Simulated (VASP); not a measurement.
Write the native input for VASP 6.6.1 that does the following.

```
Task                   : relaxation of cell and atoms
Functional             : r2SCAN
Potentials or basis    : VASP PAW PBE potentials, release 64 (Cd)
Cutoff                 : 550 eV
k mesh                 : 11 × 11 × 11
Occupations            : fermi-dirac, width 0.1 eV
Spin                   : no spin polarisation
Dipole correction      : no
Further INCAR settings : ALGO = Normal; EDIFF = 1e-07; IBRION = 2; EDIFFG = -0.01; NSW = 80; ISIF = 3
```

The system is Cd.

```
Cd
1.0
     2.85668    0.00000    0.00000
     0.00000    2.85668    0.00000
     0.00000    0.00000    2.85668
Cd
1
Cartesian
  0.0000 0.0000 0.0000
```

This isn't the form of Cd at room conditions, which is hcp.

One way to write it, as run:

POSCAR

```
Cd
1.0
    2.8566758760      0.0000000000      0.0000000000
    0.0000000000      2.8566758760      0.0000000000
    0.0000000000      0.0000000000      2.8566758760
Cd
1
Direct
    0.0000000000      0.0000000000      0.0000000000
```

INCAR.step1

```
SYSTEM = Cd
ALGO = Normal
EDIFF = 1E-5
EDIFFG = -0.005
ENCUT = 550
GGA = PE
GGA_COMPAT = .False.
IBRION = 2
ISIF = 3
ISMEAR = -1
LASPH = .True.
LCHARG = .False.
LREAL = .False.
LWAVE = .True.
NELM = 120
NELMIN = 4
NSW = 100
PREC = Accurate
SIGMA = 0.1
```

INCAR.step2

```
SYSTEM = Cd
ALGO = Normal
EDIFF = 1E-7
EDIFFG = -0.01
ENCUT = 550
GGA_COMPAT = .False.
IBRION = 2
ISIF = 3
ISMEAR = -1
ISTART = 1
LASPH = .True.
LCHARG = .False.
LMIXTAU = .True.
LREAL = .False.
LWAVE = .False.
METAGGA = R2SCAN
NELM = 120
NELMIN = 4
NSW = 80
PREC = Accurate
SIGMA = 0.1
```

KPOINTS

```
k-points
0
Gamma
  11 11 11
  0 0 0
```

Potentials or basis: VASP PAW PBE potentials, release 64 (Cd).

Launch:

```console
$ cat potpaw_PBE.64/Cd/POTCAR > POTCAR
$ cp INCAR.step1 INCAR
$ mpirun -np 1 vasp_std > vasp.out
$ cp INCAR.step2 INCAR
$ mpirun -np 1 vasp_std > vasp.out
```

Results of the run:

```json
{
 "Relaxed volume": "25.62 Å³/atom",
 "Relaxed cell": "a = 2.948 Å, b = 2.948 Å, c = 2.948 Å, α = 90.00°, β = 90.00°, γ = 90.00°",
 "Space group after relaxing (to 0.1 Å)": "Pm-3m (No. 221)",
 "Energy gained by relaxing": "31.2 meV/atom",
 "Ionic steps": "3",
 "Pressure after relaxing": "0.0 GPa",
 "Band gap on the k mesh": "zero (bands 6 and 7 overlap by 5.19 eV)"
}
```

Caveat: the PAW data sets were made with another functional, which shifts forces and pressure a little.

Wall time 52 s on 1 thread of Intel(R) Xeon(R) 6975P-C (Granite Rapids), with other jobs on the host, peak memory 0.15 GiB.
